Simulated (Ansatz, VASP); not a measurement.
## One calculation of C, two programs

POSCAR

```
C
1.0
    2.5098430141      0.0000000000      0.0000000000
   -1.2549215070      2.1735878097      0.0000000000
    0.0000000000      0.0000000000      8.2802488779
C
8
Direct
    0.0000000000      0.0000000000      0.0008143040
    0.3333333333      0.6666666667      0.2492477410
    0.0000000000      0.0000000000      0.5008143040
    0.6666666667      0.3333333333      0.7492477410
    0.0000000000      0.0000000000      0.1866856960
    0.3333333333      0.6666666667      0.4382522590
    0.0000000000      0.0000000000      0.6866856960
    0.6666666667      0.3333333333      0.9382522590
```

File INCAR.step1:

```
PREC = Accurate ; ENCUT = 1430
ISMEAR = 0 ; SIGMA = 0.01
LREAL = False ; LASPH = True
NELM = 120 ; NBANDS = 26
GGA = PE ; ALGO = Normal
EDIFF = 1E-5 ; LWAVE = True
LCHARG = False ; GGA_COMPAT = False
```

INCAR.step2

```
PREC = Accurate ; ENCUT = 1430
EDIFF = 1E-6 ; ISMEAR = 0
SIGMA = 0.01 ; LREAL = False
LASPH = True ; NELM = 120
ALGO = Normal ; ISIF = 2
LWAVE = False ; LCHARG = False
METAGGA = R2SCAN ; LMIXTAU = True
NBANDS = 26 ; ISTART = 1
GGA_COMPAT = False
```

The input KPOINTS:

```
Automatic mesh
0
Gamma
  9 9 4
```

Input for Ansatz:

```yaml
crystal:
  lattice:
    - [2.5098430141, 0.0, 0.0]
    - [-1.254921507, 2.1735878097, 0.0]
    - [0.0, 0.0, 8.2802488779]
  atoms:
    - { symbol: C, position: [0.0, 0.0, 0.000814304] }
    - { symbol: C, position: [0.3333333333, 0.6666666667, 0.249247741] }
    - { symbol: C, position: [0.0, 0.0, 0.500814304] }
    - { symbol: C, position: [0.6666666667, 0.3333333333, 0.749247741] }
    - { symbol: C, position: [0.0, 0.0, 0.186685696] }
    - { symbol: C, position: [0.3333333333, 0.6666666667, 0.438252259] }
    - { symbol: C, position: [0.0, 0.0, 0.686685696] }
    - { symbol: C, position: [0.6666666667, 0.3333333333, 0.938252259] }
kpoints:
  mp_grid: { grid: [9, 9, 4] }
hamiltonian:
  xc: r2scan
scf:
  occupations: { method: fixed }
  n_extra_bands: 6
output:
  forces: true
  stress: true
  eigenvalues: true
```

Alike in both runs: task single point; functional r2SCAN; k mesh 9 × 9 × 4; no spin polarisation.

|  | VASP | Ansatz |
| --- | --- | --- |
| version | VASP 6.6.1 | Ansatz 0.2.0 |
| potentials or method | VASP PAW PBE potentials, release 64 (C_h) | plane waves, PAW |
| plane-wave cutoff (eV) | 1430 | 500 |
| occupations | gaussian, width 0.01 eV | fixed |
| valence electrons in the cell | 32 | 32 |

|  | VASP | Ansatz | Ansatz less VASP |
| --- | --- | --- | --- |
| gap on the k mesh at the Fermi level (eV) | 4.82 | 4.82 | -0.004 |
| pressure (GPa) | -0.6 | 0.0 | +0.62 |

VASP's potentials were made for PBE, not for r2SCAN.
